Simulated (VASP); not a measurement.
A run of VASP 6.6.1 is set up as follows.

File INCAR:

```
SYSTEM = WC
PREC = Accurate
ENCUT = 520
EDIFF = 1E-6
ISMEAR = -1
SIGMA = 0.1
LREAL = .FALSE.
LASPH = .TRUE.
NELM = 80
ALGO = Normal
ISIF = 2
LWAVE = .FALSE.
LCHARG = .FALSE.
GGA = PE
NBANDS = 26
```

The input KPOINTS:

```
regular mesh
0
G
  12 12 7
  0 0 0
```

POSCAR

```
WC
1.0
    2.4414260946      0.0000000000      0.0000000000
   -1.2207130473      2.1143370194      0.0000000000
    0.0000000000      0.0000000000      5.0901981339
W C
2 2
Direct
    0.0000000000      0.0000000000      0.0000000000
    0.0000000000      0.0000000000      0.5000000000
    0.3333333333      0.6666666667      0.2500000000
    0.6666666667      0.3333333333      0.7500000000
```

Potentials or basis: VASP PAW PBE potentials, release 64 (W_sv, C).

Launch:

```bash
$ cat potpaw_PBE.64/W_sv/POTCAR potpaw_PBE.64/C/POTCAR > POTCAR
$ mpirun -np 1 vasp_std > vasp.out
```

(1) Predict the band gap on the k mesh.

(2) What does it give for the pressure?

## Answers

(1) zero (band 18 reaches 19.68 eV, above the bottom of band 19 at 18.46 eV).

(2) 490.6 GPa.

Caveat: spin-orbit coupling is left out, which moves the levels of the heavy elements.
